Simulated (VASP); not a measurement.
BiRu (rocksalt type), 2 atoms in the cell. It takes space group Fm-3m (No. 225, cubic). Conventional cell: a = 5.036 Å, b = 5.036 Å, c = 5.036 Å, α = 90.00°, β = 90.00°, γ = 90.00°. Ru (site symmetry m-3m) has 6 Bi at 2.52 Å within 3.3 Å. Bi (site symmetry m-3m) has 6 Ru at 2.52 Å within 3.3 Å. 

| Property | Result |
| --- | --- |
| Program | VASP 6.6.1 |
| Task | single point |
| Functional | LDA |
| Potentials or basis | VASP PAW LDA potentials, release 64 (Ru_pv, Bi_d) |
| Cutoff | 520 eV |
| k mesh | 13 × 13 × 13 |
| Occupations | fermi-dirac, width 0.08 eV |
| Spin | no spin polarisation |
| Dipole correction | no |
| Further INCAR settings | ALGO = Normal; EDIFF = 1e-07; NBANDS = 22 |

Potentials or basis: VASP PAW LDA potentials, release 64 (Ru_pv, Bi_d).

Run with:

```bash
$ cat potpaw_LDA.64/Ru_pv/POTCAR potpaw_LDA.64/Bi_d/POTCAR > POTCAR
$ mpirun -np 1 vasp_std > vasp.out
```

Hardware: 1 thread of AMD EPYC 7R43 64-Core Processor (Zen 3), with other jobs on the host.

Task: How long does it take, and how much memory?

Result: Run time: 58 s on 1 thread of AMD EPYC 7R43 64-Core Processor (Zen 3), on a shared host, peak memory 0.14 GiB. Counts: scf iterations 12, k points 84.
